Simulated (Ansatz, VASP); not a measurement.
# One calculation of InGa2O, two programs

```
CELL_PARAMETERS angstrom
2.83749 0.00000 0.00000
0.00000 2.83749 0.00000
0.00000 0.00000 9.77039
ATOMIC_POSITIONS crystal
In 0.00000 0.00000 0.50000
Ga 0.00000 0.00000 0.85148
Ga 0.00000 0.00000 0.14852
O 0.00000 0.00000 0.00000
```

Alike in both runs: task single point; functional PBE; k mesh 6 × 6 × 2; occupations gaussian, width 0.1 eV; no spin polarisation.

|  | VASP | Ansatz |
| --- | --- | --- |
| version | VASP 6.6.1 | Ansatz 0.2.0 |
| potentials or method | VASP PAW PBE potentials, release 64 (In_d, Ga_d, O), cutoff 520 eV | scalar-relativistic, plane waves, PAW |
| valence electrons in the cell | 45 | 45 |

```tsv
	VASP	Ansatz	Ansatz less VASP
gap on the k mesh at the Fermi level (eV)	none	none	-
rms of the force components (eV/Å)	8.058	8.456	+0.3974
```

Atom by atom the forces differ by 0.397 eV/Å (rms over components). A gap of «none» marks a metal or a gap that the smearing closes. The functional is the same, so the differences come from potentials, cutoffs and numerics.

The k mesh is coarse, so the values compare programs but aren't converged.
